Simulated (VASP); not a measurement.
BN: electric field gradients with PBEsol

Crystal: BN.

```
CELL_PARAMETERS angstrom
0.00000 1.86173 1.80750
1.86173 0.00000 1.80750
1.86173 1.86173 0.00000
ATOMIC_POSITIONS crystal
B 0.00000 0.00000 0.00000
N 0.75000 0.75000 0.75000
```

This cell differs from its parent crystal: equal xx and yy strain of +3 %.

| Quantity | Value |
| --- | --- |
| Program | VASP 6.6.1 |
| Task | electric field gradients |
| Functional | PBEsol |
| Potentials or basis | VASP PAW PBE potentials, release 64 (B, N) |
| Cutoff | 520 eV |
| k mesh | 13 × 13 × 13 |
| Occupations | fermi-dirac, width 0.03 eV |
| Spin | no spin polarisation |
| Dipole correction | no |
| Further INCAR settings | ALGO = Normal; EDIFF = 1e-08; NBANDS = 11 |

| Quantity | Value |
| --- | --- |
| Pressure | -22.4 GPa |
| Band gap on the k mesh | 3.80 eV (least direct gap 8.18 eV) |
| Largest electric field gradient by atom | B +1.1; N -4.5 V/Å² |

Stress tensor (GPa, compression positive):
```
-27.85   0.00   0.00
  0.00 -27.85   0.00
  0.00   0.00 -11.59
```

Levels at points of the mesh, in eV from the valence-band top:
```tsv
k point	band 1	band 2	band 3	band 4	band 5	band 6	band 7	band 8
(0.00, 0.00, 0.00)	-19.77	-0.27	-0.27	0.00	8.18	8.38	8.38	9.15
```

Electric field gradients, principal values (V/Å²):
```
atom   least  middle  greatest (by size)
 1 B  -0.526  -0.526               1.052
 2 N   2.259   2.259              -4.518
```

Run time: 32 s on 1 thread of Intel Xeon 8259CL, on a shared host, peak memory 0.14 GiB.

Caveat: the cell differs from its parent crystal (equal xx and yy strain of +3 %); the cell stands under tension; without QUAD_EFG the Cq values of the log hold for a quadrupole moment of 1 mb, not for the nuclei; the PAW data sets were made with another functional, which shifts forces and pressure a little; an odd mesh through Γ misses points on the zone boundary, where band edges can lie.
